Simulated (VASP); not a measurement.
Ge3P2, 5 atoms in the cell. The structure is trigonal, space group P-3m1 (No. 164). The conventional cell has a = 4.531 Å, b = 4.531 Å, c = 5.459 Å, α = 90.00°, β = 90.00°, γ = 120.00°. Within 3.8 Å of Ge (site symmetry -3m) lie 6 P at 2.90 Å and 6 Ge at 3.07 Å. Ge (site symmetry 3m) has 5 P at 2.59 to 2.87 Å and 6 Ge at 3.07 to 3.44 Å within 3.5 Å. Within 3.4 Å of P (site symmetry 3m) lie 8 Ge at 2.59 to 2.90 Å. 

| Quantity | Value |
| --- | --- |
| Program | VASP 6.6.1 |
| Task | single point |
| Functional | PBE |
| Potentials or basis | VASP PAW PBE potentials, release 64 (Ge_d, P) |
| Cutoff | 520 eV |
| k mesh | 6 × 6 × 4 |
| Occupations | gaussian, width 0.1 eV |
| Spin | no spin polarisation |
| Dipole correction | no |
| Further INCAR settings | ALGO = Normal; EDIFF = 1e-06; NBANDS = 34 |

Potentials or basis: VASP PAW PBE potentials, release 64 (Ge_d, P).

Launch:

```sh
$ cat potpaw_PBE.64/Ge_d/POTCAR potpaw_PBE.64/P/POTCAR > POTCAR
$ mpirun -np 1 vasp_std > vasp.out
```

Hardware: 1 thread of Intel Xeon 8259CL, with other jobs on the host.

**Question.** How long does it take, and how much memory?

**Answer.** It took 120 s on 1 thread of Intel Xeon 8259CL, on a shared host, peak memory 0.25 GiB. Counts: scf iterations 14, k points 24.
